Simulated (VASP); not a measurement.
Input of a VASP 6.6.1 run:

Contents of INCAR:

```
SYSTEM = GaAs
  PREC = Accurate
  ENCUT = 520
  EDIFF = 1E-6
  ISMEAR = 0
  SIGMA = 0.05
  LREAL = .False.
  LASPH = .True.
  NELM = 100
  ALGO = Normal
  ISIF = 2
  LWAVE = .False.
  LCHARG = .True.
  GGA = PE
  LELF = .True.
  LVHAR = .True.
  NBANDS = 16
```

File KPOINTS:

```
regular mesh
0
Gamma
  10 10 10
  0 0 0
```

POSCAR

```
GaAs
1.0
    0.0000000000      2.7561787500      2.7561787500
    2.7561787500      0.0000000000      2.7561787500
    2.7561787500      2.7561787500      0.0000000000
Ga As
1 1
Direct
    0.0000000000      0.0000000000      0.0000000000
    0.7500000000      0.7500000000      0.7500000000
```

Potentials or basis: VASP PAW PBE potentials, release 64 (Ga_d, As).

Launch:

```bash
$ cat potpaw_PBE.64/Ga_d/POTCAR potpaw_PBE.64/As/POTCAR > POTCAR
$ mpirun -np 1 vasp_std > vasp.out
```

Predict the band gap on the k mesh.

1.11 eV, direct.

Predict the pressure.

10.4 GPa.

Caveat: the cell differs from its parent crystal (strain -0.025 along x and y, -0.025 along z). A k mesh can miss the band edges.
